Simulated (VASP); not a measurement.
Crystal: EuS.

```
CELL_PARAMETERS angstrom
4.21223 0.00000 0.00000
2.10612 3.64790 0.00000
2.10612 1.21597 3.43928
ATOMIC_POSITIONS crystal
Eu 0.00000 0.00000 0.00000
S 0.50000 0.50000 0.50000
```

Base run:

```yaml
Program: VASP 6.6.1
Functional: PBE
Potentials_or_basis: VASP PAW PBE potentials, release 64 (Eu, S)
Cutoff: 600 eV
k_mesh: 10 × 10 × 10
Occupations: fermi-dirac, width 0.05 eV
Spin: collinear spin, ferromagnetic start
Starting_moments: "[4.9, 0.0] μB"
Hubbard_terms: Eu f U = 3.0 eV
```

Its results: band gap on the k mesh zero (filled and empty bands overlap); pressure -0.5 GPa; net moment 7.00 μB per cell; site moments Eu +6.67; S -0.07 μB.

Q: The run is repeated on the same cell with these changes: hubbard terms from Eu f U = 3.0 eV to Eu f U = 1.5 eV. What comes out?

A: Band gap on the k mesh zero (filled and empty bands overlap); pressure -1.6 GPa; net moment 7.00 μB per cell; site moments Eu +6.63; S -0.07 μB.

Caveats: spin-orbit coupling is left out, which moves the levels of the heavy elements; a cell with one magnetic atom can't hold antiferromagnetic order, which such compounds often take.
